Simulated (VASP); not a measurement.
A run of VASP 6.6.1 is set up as follows.

INCAR

```
ALGO = Fast
EDIFF = 1E-6
EDIFFG = -0.01
ENCUT = 600
GGA = PE
IBRION = 2
ISIF = 3
ISMEAR = 0
LASPH = T
LCHARG = F
LREAL = F
LWAVE = F
NELM = 80
NSW = 100
PREC = Accurate
SIGMA = 0.1
```

File KPOINTS:

```
k-points
0
Gamma
  8 8 6
```

The input POSCAR:

```
Ir4W
1.0
    3.8964538595      0.0000000000      0.0000000000
    0.0000000000      3.8964538595      0.0000000000
    0.0000000000      0.0000000000      5.8273974256
Ir W
4 1
Direct
    0.0000000000      0.5000000000      0.2147666738
    0.5000000000      0.0000000000      0.7852333262
    0.0000000000      0.5000000000      0.7852333262
    0.5000000000      0.0000000000      0.2147666738
    0.0000000000      0.0000000000      0.5000000000
```

Potentials or basis: VASP PAW PBE potentials, release 64 (Ir, W_sv).

Run with:

```bash
$ cat potpaw_PBE.64/Ir/POTCAR potpaw_PBE.64/W_sv/POTCAR > POTCAR
$ mpirun -np 1 vasp_std > vasp.out
```

Task: Estimate the band gap on the k mesh.

Result: Zero (band 25 reaches 8.63 eV, above the bottom of band 26 at 6.37 eV).

Task: What does it give for the space group after relaxing (to 0.05 Å)?

Result: P4/mmm (No. 123).

Task: What does it give for the relaxed volume?

Result: 17.56 Å³/atom.

Task: Predict the relaxed cell.

Result: a = 3.832 Å, b = 3.832 Å, c = 5.978 Å, α = 90.00°, β = 90.00°, γ = 90.00°.

Step by step:
```
step  energy change (eV)  largest force (eV/Å)  pressure (GPa)  volume (Å³)
   1              0.0000                0.2567            0.01        88.47
   2             -0.0260                0.1524           -0.84        88.49
   3             -0.0377                0.0331           -1.60        88.48
   4             -0.0218                0.0033            4.41        86.27
   5             -0.0415                0.0259            0.16        87.79
   6             -0.0415                0.0243            0.18        87.78
   7             -0.0418                0.0095            0.15        87.76
   8             -0.0419                0.0013            0.12        87.75
   9             -0.0419                0.0019            0.12        87.74
  10             -0.0419                0.0019            0.13        87.75
  11             -0.0418                0.0015           -0.34        87.92
  12             -0.0419                0.0001            0.00        87.78
```

Caveat: spin-orbit coupling is left out, which moves the levels of the heavy elements.
